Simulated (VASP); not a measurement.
Input of a VASP 6.6.1 run:

Contents of INCAR:

```
  PREC = Accurate
  ENCUT = 600
  EDIFF = 1E-6
  ISMEAR = 0
  SIGMA = 0.1
  LREAL = False
  LASPH = True
  NELM = 120
  ALGO = Normal
  ISIF = 2
  LWAVE = False
  LCHARG = False
  GGA = PE
  IVDW = 12
  NBANDS = 16
  GGA_COMPAT = False
```

KPOINTS

```
Automatic mesh
0
Gamma
  21 21 6
```

File POSCAR:

```
C
1.0
    2.4649559015      0.0000000000      0.0000000000
   -1.2324779508      2.1347144299      0.0000000000
    0.0000000000      0.0000000000      6.7376679662
C
4
Direct
    0.0000000000      0.0000000000      0.7500000000
    0.0000000000      0.0000000000      0.2500000000
    0.3333333333      0.6666666667      0.7500000000
    0.6666666667      0.3333333333      0.2500000000
```

Potentials or basis: VASP PAW PBE potentials, release 64 (C).

The run is started by

```console
$ cat potpaw_PBE.64/C/POTCAR > POTCAR
$ mpirun -np 1 vasp_std > vasp.out
```

Task: Estimate the pressure.

Result: 0.0 GPa.

Task: Estimate the dispersion energy per atom.

Result: -0.156 eV.

Stress tensor (GPa, compression positive):
```
 0.18  0.00  0.00
 0.00  0.18  0.00
 0.00  0.00 -0.33
```
